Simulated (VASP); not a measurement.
Write the native input for VASP 6.6.1 that does the following.

| Property | Result |
| --- | --- |
| Task | single point |
| Functional | r2SCAN |
| Potentials or basis | VASP PAW PBE potentials, release 64 (Cu, O) |
| Cutoff | 520 eV |
| k mesh | 9 × 9 × 5 |
| Occupations | fermi-dirac, width 0.05 eV |
| Spin | no spin polarisation |
| Dipole correction | no |
| Further INCAR settings | ALGO = Normal; EDIFF = 1e-07; NBANDS = 25 |

CuO:

```
Cu O
1.0
     1.95032   -2.10959    0.00000
     1.95032    2.10959    0.00000
     0.00000    0.00000    5.05068
Cu O
2 2
Direct
  0.50000 0.00000 0.00000
  0.00000 0.50000 0.50000
  0.50000 0.50000 0.25000
  0.50000 0.50000 0.75000
```

One way to write it, as run:

POSCAR

```
CuO
1.0
    1.9503245957     -2.1095876644      0.0000000000
    1.9503245957      2.1095876644      0.0000000000
    0.0000000000      0.0000000000      5.0506754463
Cu O
2 2
Direct
    0.5000000000      0.0000000000      0.0000000000
    0.0000000000      0.5000000000      0.5000000000
    0.5000000000      0.5000000000      0.2500000000
    0.5000000000      0.5000000000      0.7500000000
```

INCAR.step1

```
ALGO = Normal
EDIFF = 1E-4
ENCUT = 520
GGA = PE
ISMEAR = -1
LASPH = True
LCHARG = False
LREAL = False
LWAVE = True
NBANDS = 25
NELM = 60
PREC = Accurate
SIGMA = 0.05
```

INCAR.step2

```
ALGO = Normal
EDIFF = 1E-7
ENCUT = 520
ISIF = 2
ISMEAR = -1
ISTART = 1
LASPH = True
LCHARG = False
LMIXTAU = True
LREAL = False
LWAVE = False
METAGGA = R2SCAN
NBANDS = 25
NELM = 60
PREC = Accurate
SIGMA = 0.05
```

KPOINTS

```
k-points
0
Gamma
  9 9 5
```

Potentials or basis: VASP PAW PBE potentials, release 64 (Cu, O).

Launch:

```sh
$ cat potpaw_PBE.64/Cu/POTCAR potpaw_PBE.64/O/POTCAR > POTCAR
$ cp INCAR.step1 INCAR
$ mpirun -np 1 vasp_std > vasp.out
$ cp INCAR.step2 INCAR
$ mpirun -np 1 vasp_std > vasp.out
```

It gave:

The pressure is 7.1 GPa. The band gap on the k mesh is zero (bands 17 and 18 overlap by 0.91 eV).

Caveat: the cell stands under pressure; the PAW data sets were made with another functional, which shifts forces and pressure a little; semilocal functionals often make such compounds metallic where correlation or magnetic order opens a gap, which also shifts bond lengths.

Run time: 100 s on 1 thread of Intel(R) Xeon(R) 6975P-C (Granite Rapids), with other jobs on the host, peak memory 0.2 GiB.
